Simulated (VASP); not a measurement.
Crystal: KMgF3.

```
CELL_PARAMETERS angstrom
3.98590 0.00000 0.00000
0.00000 3.98590 0.00000
0.00000 0.00000 3.98590
ATOMIC_POSITIONS crystal
K 0.50000 0.50000 0.50000
Mg 0.00000 0.00000 0.00000
F 0.00000 0.00000 0.50000
F 0.00000 0.50000 0.00000
F 0.50000 0.00000 0.00000
```

Base run:

```yaml
Program: VASP 6.6.1
Functional: r2SCAN
Potentials_or_basis: VASP PAW PBE potentials, release 64 (K_sv, Mg, F)
Cutoff: 520 eV
k_mesh: 7 × 7 × 7
Occupations: fermi-dirac, width 0.05 eV
Spin: no spin polarisation
```

Its results: band gap on the k mesh 8.28 eV (least direct gap 8.57 eV); pressure -0.9 GPa.

Q: After a change of settings the same cell gave: band gap on the k mesh 7.64 eV (least direct gap 7.92 eV); pressure 7.6 GPa. Which change was it?
A. functional from r2SCAN to RPBE
B. functional from r2SCAN to BLYP
C. functional from r2SCAN to PBE; further incar settings from ALGO = Normal; EDIFF = 1e-06; NBANDS = 24 to ALGO = Normal; EDIFF = 1e-07; NBANDS = 24

A: A.

Caveats: the PAW data sets were made with another functional, which shifts forces and pressure a little; an odd mesh through Γ misses points on the zone boundary, where band edges can lie; the cell stands under pressure (at least some runs).
